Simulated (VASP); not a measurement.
Input of a VASP 6.6.1 run:

INCAR

```
PREC = Accurate
ENCUT = 520
EDIFF = 1E-7
ISMEAR = 0
SIGMA = 0.1
LREAL = False
LASPH = True
NELM = 80
ALGO = Normal
ISIF = 2
LWAVE = False
LCHARG = False
GGA = PE
NBANDS = 33
```

KPOINTS

```
regular mesh
0
Gamma
  6 6 6
```

POSCAR

```
ZrIn2S2
1.0
    1.6389100608    -10.4164869329      0.0000000000
    1.6389100608     10.4164869329      0.0000000000
    0.0000000000      0.0000000000      3.2820679526
Zr In S
1 2 2
Direct
    0.0000000000      0.0000000000      0.0000000000
    0.1740984130      0.8259015870      0.0000000000
    0.8259015870      0.1740984130      0.0000000000
    0.4304090978      0.5695909022      0.5000000000
    0.5695909022      0.4304090978      0.5000000000
```

Potentials or basis: VASP PAW PBE potentials, release 64 (Zr_sv, In_d, S).

The run is started by

```sh
$ cat potpaw_PBE.64/Zr_sv/POTCAR potpaw_PBE.64/In_d/POTCAR potpaw_PBE.64/S/POTCAR > POTCAR
$ mpirun -np 1 vasp_std > vasp.out
```

**Question.** Predict the band gap on the k mesh.

**Answer.** Zero (bands 25 and 26 overlap by 1.31 eV).

**Question.** What does it give for the pressure?

**Answer.** -0.1 GPa.

Caveat: spin-orbit coupling is left out, which moves the levels of the heavy elements.
